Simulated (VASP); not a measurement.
# Zn3CdTe4 (P-4m2) in VASP: density of states with PBE

Aim: the density of states of Zn3CdTe4 with PBE.

Program: VASP 6.6.1. These are calculated values, not measurements. Logs are shortened: lines on timing, memory, paths and dates and some standing lists are left out, and cuts for length are marked.

## Step 1: The cell of the first run

Symmetry: P-4m2, No. 115, tetragonal system. The conventional cell has a = 4.441 Å, b = 4.441 Å, c = 12.615 Å, α = 90.00°, β = 90.00°, γ = 90.00°. Within 3.5 Å of Zn (site symmetry 2mm) lie 4 Te at 2.68 to 2.69 Å. Zn (site symmetry -4m2) has 4 Te at 2.69 Å within 3.5 Å. Cd (site symmetry -4m2) has 4 Te at 2.84 Å within 3.7 Å. Within 3.5 Å of Te (site symmetry 2mm) lie 4 Zn at 2.69 Å. Within 3.5 Å of Te (site symmetry 2mm) lie 2 Zn at 2.68 Å and 2 Cd at 2.84 Å.

## Step 2: Density of states, PBE

File POSCAR:

```
Zn3CdTe4
1.0
    4.4408876000      0.0000000000      0.0000000000
    0.0000000000      4.4408876000      0.0000000000
    0.0000000000      0.0000000000     12.6147679000
Zn Cd Te
3 1 4
Direct
    0.0000000000      0.0000000000      0.7595800000
    0.5000000000      0.5000000000      0.0000000000
    0.0000000000      0.0000000000      0.2404200000
    0.5000000000      0.5000000000      0.5000000000
    0.5000000000      0.0000000000      0.8798210000
    0.0000000000      0.5000000000      0.1201790000
    0.5000000000      0.0000000000      0.3599050000
    0.0000000000      0.5000000000      0.6400950000
```

File INCAR.step1:

```
PREC = Accurate
ENCUT = 520
EDIFF = 1E-6
ISMEAR = 0
SIGMA = 0.02
LREAL = False
LASPH = True
NELM = 80
ALGO = Normal
ISIF = 2
LWAVE = False
LCHARG = True
GGA = PE
NBANDS = 46
```

File KPOINTS.step1:

```
Automatic mesh
0
Gamma
  6 6 2
```

File INCAR.step2:

```
PREC = Accurate
ENCUT = 520
EDIFF = 1E-6
ISMEAR = -5
SIGMA = 0.02
LREAL = False
LASPH = True
NELM = 80
ALGO = Normal
ISIF = 2
LWAVE = False
LCHARG = False
GGA = PE
LORBIT = 11
NBANDS = 46
NEDOS = 2001
ICHARG = 11
```

File KPOINTS.step2:

```
Automatic mesh
0
Gamma
  9 9 3
```

Potentials or basis: VASP PAW PBE potentials, release 64 (Zn, Cd, Te).

Started as:

```
cat potpaw_PBE.64/Zn/POTCAR potpaw_PBE.64/Cd/POTCAR potpaw_PBE.64/Te/POTCAR > POTCAR
cp INCAR.step1 INCAR
cp KPOINTS.step1 KPOINTS
mpirun -np 1 vasp_std > vasp.out
cp INCAR.step2 INCAR
cp KPOINTS.step2 KPOINTS
mpirun -np 1 vasp_std > vasp.out
```

OUTCAR:

```text
PREC = Accurate
   ENCUT = 520
   EDIFF = 1E-6
   ISMEAR = -5
   LREAL = False
   LASPH = True
   NELM = 80
   ISIF = 2
   GGA = PE
   LORBIT = 11
   ICHARG = 11

 ion  position               nearest neighbor table
   1  0.000  0.000  0.760-   8 2.68   8 2.68   5 2.69   5 2.69
   2  0.500  0.500  0.000-   5 2.69   6 2.69   5 2.69   6 2.69
   3  0.000  0.000  0.240-   7 2.68   7 2.68   6 2.69   6 2.69
   4  0.500  0.500  0.500-   7 2.84   8 2.84   7 2.84   8 2.84
   5  0.500  0.000  0.880-   2 2.69   2 2.69   1 2.69   1 2.69
   6  0.000  0.500  0.120-   2 2.69   2 2.69   3 2.69   3 2.69
   7  0.500  0.000  0.360-   3 2.68   3 2.68   4 2.84   4 2.84
   8  0.000  0.500  0.640-   1 2.68   1 2.68   4 2.84   4 2.84

  LATTYP: Found a simple tetragonal cell.
 ALAT       =     4.4408876000
 C/A-ratio  =     2.8405960781

  Lattice vectors:

 A1 = (   4.4408876000,   0.0000000000,   0.0000000000)
 A2 = (   0.0000000000,   4.4408876000,   0.0000000000)
 A3 = (   0.0000000000,   0.0000000000,  12.6147679000)

Analysis of symmetry for initial positions (statically):
=====================================================================
 Subroutine PRICEL returns:
 Original cell was already a primitive cell.

 Routine SETGRP: Setting up the symmetry group for a
 simple tetragonal supercell.

 Subroutine GETGRP returns: Found  8 space group operations
 (whereof  8 operations were pure point group operations)
 out of a pool of 16 trial point group operations.

The static configuration has the point symmetry D_2d.

Analysis of symmetry for dynamics (positions and initial velocities):
=====================================================================
 Subroutine PRICEL returns:
 Original cell was already a primitive cell.

 Routine SETGRP: Setting up the symmetry group for a
 simple tetragonal supercell.

 Subroutine GETGRP returns: Found  8 space group operations
 (whereof  8 operations were pure point group operations)
 out of a pool of 16 trial point group operations.

The dynamic configuration has the point symmetry D_2d.

 Subroutine INISYM returns: Found  8 space group operations
 (whereof  8 operations are pure point group operations),
 and found     1 'primitive' translations

----------------------------------------------------------------------------------------

                                     Primitive cell

  volume of cell :     248.7819

  direct lattice vectors                    reciprocal lattice vectors
     4.440887600  0.000000000  0.000000000     0.225180209  0.000000000  0.000000000
     0.000000000  4.440887600  0.000000000     0.000000000  0.225180209  0.000000000
     0.000000000  0.000000000 12.614767900     0.000000000  0.000000000  0.079272168

  length of vectors
     4.440887600  4.440887600 12.614767900     0.225180209  0.225180209  0.079272168

  position of ions in fractional coordinates (direct lattice)
     0.000000000  0.000000000  0.759580000
     0.500000000  0.500000000  0.000000000
     0.000000000  0.000000000  0.240420000
     0.500000000  0.500000000  0.500000000
     0.500000000  0.000000000  0.879821000
     0.000000000  0.500000000  0.120179000
     0.500000000  0.000000000  0.359905000
     0.000000000  0.500000000  0.640095000

  ion indices of the primitive-cell ions
   primitive index   ion index
                 1           1
                 2           2
                 3           3
                 4           4
                 5           5
                 6           6
                 7           7
                 8           8

----------------------------------------------------------------------------------------

 KPOINTS: Automatic mesh

Automatic generation of k-mesh.
 Grid dimensions read from file:
 generate k-points for:    9    9    3

 Generating k-lattice:

  Cartesian coordinates                     Fractional coordinates (reciprocal lattice)
     0.025020023  0.000000000  0.000000000     0.111111111  0.000000000  0.000000000
     0.000000000  0.025020023  0.000000000     0.000000000  0.111111111  0.000000000
     0.000000000  0.000000000  0.026424056     0.000000000  0.000000000  0.333333333

  Length of vectors
     0.025020023  0.025020023  0.026424056

  Shift w.r.t. Gamma in fractional coordinates (k-lattice)
     0.000000000  0.000000000  0.000000000

 TETIRR: Found    352 inequivalent tetrahedra from     1458

 Subroutine IBZKPT returns following result:
 ===========================================

 Found     30 irreducible k-points:

 Following reciprocal coordinates:
            Coordinates               Weight
  0.000000  0.000000  0.000000      1.000000
  0.111111  0.000000  0.000000      4.000000
  0.222222  0.000000  0.000000      4.000000
  0.333333  0.000000  0.000000      4.000000
  0.444444  0.000000  0.000000      4.000000
  0.111111  0.111111  0.000000      4.000000
[... 16 lines left out ...]
  0.333333  0.111111  0.333333     16.000000
  0.444444  0.111111  0.333333     16.000000
 [... further k-points ...]
   k-points           NKPTS =     30   k-points in BZ     NKDIM =     30   number of bands    NBANDS=     46
   number of dos      NEDOS =   2001   number of ions     NIONS =      8
   total plane-waves  NPLWV = 124416
   dimension x,y,z NGX =    36 NGY =   36 NGZ =   96
   dimension x,y,z NGXF=    72 NGYF=   72 NGZF=  192
   ions per type =               3   1   4
   NGX,Y,Z   is equivalent  to a cutoff of  13.48, 13.48, 12.65 a.u.
   NGXF,Y,Z  is equivalent  to a cutoff of  26.95, 26.95, 25.30 a.u.
 SYSTEM =  unknown system
   PREC   = accura    normal or accurate (medium, high low for compatibility)
   ISTART =      0    job   : 0-new  1-cont  2-samecut
   ICHARG =     11    charge: 1-file 2-atom 10-const
   ISPIN  =      1    spin polarized calculation?
   LNONCOLLINEAR =      F non collinear calculations
   LSORBIT =      F    spin-orbit coupling
   LASPH  =      T    aspherical Exc in radial PAW
   ENCUT  =  520.0 eV  38.22 Ry    6.18 a.u.   8.26  8.26 23.46*2*pi/ulx,y,z
   NELM   =     80;   NELMIN=  2; NELMDL=  0     # of ELM steps
   EDIFF  = 0.1E-05   stopping-criterion for ELM
   LREAL  =      F    real-space projection
   EDIFFG = 0.1E-04   stopping-criterion for IOM
   NSW    =      0    number of steps for IOM
   IBRION =     -1    ionic relax: 0-MD 1-quasi-New 2-CG
   NFREE  =      0    steps in history (QN), initial steepest desc. (CG)
   ISIF   =      2    stress and relaxation
   ISYM   =      2    0-nonsym 1-usesym 2-fastsym
   POTIM  = 0.5000    time-step for ionic-motion
   TEBEG  =    0.0;   TEEND  =   0.0 temperature during run
   PSTRESS=    0.0 pullay stress
   NELECT =      72.0000    total number of electrons
   NUPDOWN=      -1.0000    fix difference up-down
   EMIN   =  10.00;   EMAX   =-10.00  energy-range for DOS
   EFERMI =   0.00;   METHOD = LEGACY
   ISMEAR =    -5;   SIGMA  =   0.02  broadening in eV -4-tet -1-fermi 0-gaus
   EFERMI_NEDOS =   21; number of points for ismear=-14 and -15
   IALGO  =     38    algorithm
   IMIX   =      4    mixing-type and parameters
     AMIX     =   0.40;   BMIX     =  1.00
     AMIX_MAG =   1.60;   BMIX_MAG =  1.00
  volume/ion in A,a.u.               =      31.10       209.86
  Fermi-wavevector in a.u.,A,eV,Ry     =   1.082878  2.046342 15.954518  1.172624
  Thomas-Fermi vector in A             =   2.218930
   LORBIT       =     11    0 simple, 1 ext, 2 COOP (PROOUT), +10 PAW based schemes
   GGA     = PE    functional components
   LHFCALC =     F    Hartree Fock is set to
   AEXX    =    0.0000 exact exchange contribution
   IVDW    =     0    specifies the selected vdW correction
   LEPSILON=     F    determine dielectric tensor
   LRPA    =     F    only Hartree local field effects (RPA)
 non-spin polarized calculation
 Fermi weights with tetrahedron method with Bloechl corrections
  energy-cutoff  :      520.00
  volume of cell :      248.78
 maximum number of plane-waves:      6755
 NGX is ok and might be reduce to    36

 number of electron      72.0000030 magnetization

 Free energy of the ion-electron system (eV)
  ---------------------------------------------------
  ext. energy  EPLUGINS =         0.00000000
  ---------------------------------------------------
  free energy    TOTEN  =       -20.31311537 eV

  energy without entropy =      -20.31311537  energy(sigma->0) =      -20.31311537

 E-fermi :   2.5892     XC(G=0):  -8.6610

 val. band max:        2.5832960163   @ k =   0.0000   0.0000   0.0000
 cond. band min:       3.4594235856   @ k =   0.0000   0.0000   0.0000
 fundamental gap:      0.8761275693
 Fermi energy:         2.5891567247

 k-point     1 :       0.0000    0.0000    0.0000
  band No.  band energies     occupation
      1      -8.8215      2.00000
      2      -8.4499      2.00000
      3      -8.2746      2.00000
      4      -7.8673      2.00000
      5      -5.5898      2.00000
      6      -5.5898      2.00000
[... 38 lines left out ...]
     45       7.0688      0.00000
     46       7.0751      0.00000

 k-point     2 :       0.1111    0.0000    0.0000
  band No.  band energies     occupation
      1      -8.7736      2.00000
      2      -8.4189      2.00000
      3      -8.2513      2.00000
      4      -7.8686      2.00000
      5      -5.5886      2.00000
      6      -5.5852      2.00000
[... 38 lines left out ...]
     45       7.1367      0.00000
     46       7.3418      0.00000

 k-point     3 :       0.2222    0.0000    0.0000
  band No.  band energies     occupation
      1      -8.6390      2.00000
      2      -8.3368      2.00000
      3      -8.1925      2.00000
      4      -7.8824      2.00000
      5      -5.5856      2.00000
      6      -5.5684      2.00000
[... 1018 lines left out ...]
     45       7.9655      0.00000
     46       8.3302      0.00000

 k-point    24 :       0.4444    0.1111    0.3333
  band No.  band energies     occupation
      1      -8.1987      2.00000
      2      -8.1455      2.00000
      3      -8.0634      2.00000
      4      -8.0195      2.00000
      5      -5.5718      2.00000
      6      -5.5140      2.00000
[... 38 lines left out ...]
     45       8.0800      0.00000
     46       8.1807      0.00000

 [... further k-points ...]
[... 5 lines left out ...]
  --------------------------------------------------------------------------------------
  -------------------------------------------------------------------------------------
  Total        0.0948992      0.0948992      0.2188152      0.0000000     -0.0000000      0.0000000
  in kB        0.6111590      0.6111590      1.4091891      0.0000000     -0.0000000      0.0000000
  external PRESSURE =       0.8771690 kB  Pullay stress =       0.0000000 kB

 VOLUME and BASIS-vectors are now :
 -----------------------------------------------------------------------------
  energy-cutoff  :      520.00
  volume of cell :      248.78
      direct lattice vectors                 reciprocal lattice vectors
     4.440887600  0.000000000  0.000000000     0.225180209  0.000000000  0.000000000
     0.000000000  4.440887600  0.000000000     0.000000000  0.225180209  0.000000000
     0.000000000  0.000000000 12.614767900     0.000000000  0.000000000  0.079272168

 POSITION                                       TOTAL-FORCE (eV/Angst)
 -----------------------------------------------------------------------------------
      0.00000      0.00000      9.58193        -0.000000     -0.000000     -0.004210
      2.22044      2.22044      0.00000        -0.000000      0.000000      0.000000
      0.00000      0.00000      3.03284        -0.000000     -0.000000      0.004210
      2.22044      2.22044      6.30738         0.000000     -0.000000      0.000000
      2.22044      0.00000     11.09874        -0.000000     -0.000000      0.000727
      0.00000      2.22044      1.51603        -0.000000     -0.000000     -0.000727
      2.22044      0.00000      4.54012        -0.000000      0.000000     -0.004642
      0.00000      2.22044      8.07465        -0.000000      0.000000      0.004642
 -----------------------------------------------------------------------------------
    total drift:                                0.000000      0.000000     -0.000000

  FREE ENERGIE OF THE ION-ELECTRON SYSTEM (eV)
  ---------------------------------------------------
  free  energy   TOTEN  =       -20.3131153662 eV

  energy  without entropy=      -20.3131153662  energy(sigma->0) =      -20.31311537

 total charge

# of ion       s       p       d       tot
------------------------------------------
    1        0.546   0.392   9.759  10.697
    2        0.547   0.393   9.758  10.698
    3        0.546   0.392   9.759  10.697
    4        0.469   0.302   9.530  10.301
    5        1.349   2.047   0.025   3.420
    6        1.349   2.047   0.025   3.420
    7        1.350   2.049   0.022   3.421
    8        1.350   2.049   0.022   3.421
--------------------------------------------------
tot          7.505   9.670  38.899  56.074
```

Wall time 12 min (1 thread of Oxide Virtual Turin-like, shared host); peak memory 0.48 GiB.

What came out:

* Valence electrons inside the program's atomic spheres: Zn 10.70; Cd 10.30; Te 3.42

Caveat: spin-orbit coupling is left out, which moves the levels of the heavy elements.
